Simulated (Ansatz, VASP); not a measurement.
## Two plane-wave programs on Ge

```
Ge
1.0
     4.07361    0.00000    0.00000
    -2.03680    3.52785    0.00000
     0.00000    0.00000   20.15760
Ge
4
Direct
  0.16667 0.33333 0.39616
  0.50000 0.00000 0.43363
  0.50000 0.00000 0.56637
  0.83333 0.66667 0.60384
```

Alike in both runs: task single point; functional PBE; k mesh 9 × 9 × 1; occupations fermi-dirac, width 0.02 eV; no spin polarisation.

|  | VASP | Ansatz |
| --- | --- | --- |
| version | VASP 6.6.1 | Ansatz 0.2.0 |
| potentials or method | VASP PAW PBE potentials, release 64 (Ge_d) | PAW with Ansatz's default frozen-core files, scalar-relativistic |
| plane-wave cutoff (eV) | 520 | 420 |
| valence electrons in the cell | 56 | 56 |

|  | VASP | Ansatz | Ansatz less VASP |
| --- | --- | --- | --- |
| rms of the force components (eV/Å) | 0.003 | 0.001 | -0.0018 |

Atom by atom the forces differ by 0.002 eV/Å (rms over components). With one functional, cell and mesh, what is left measures potentials, basis and numerics.
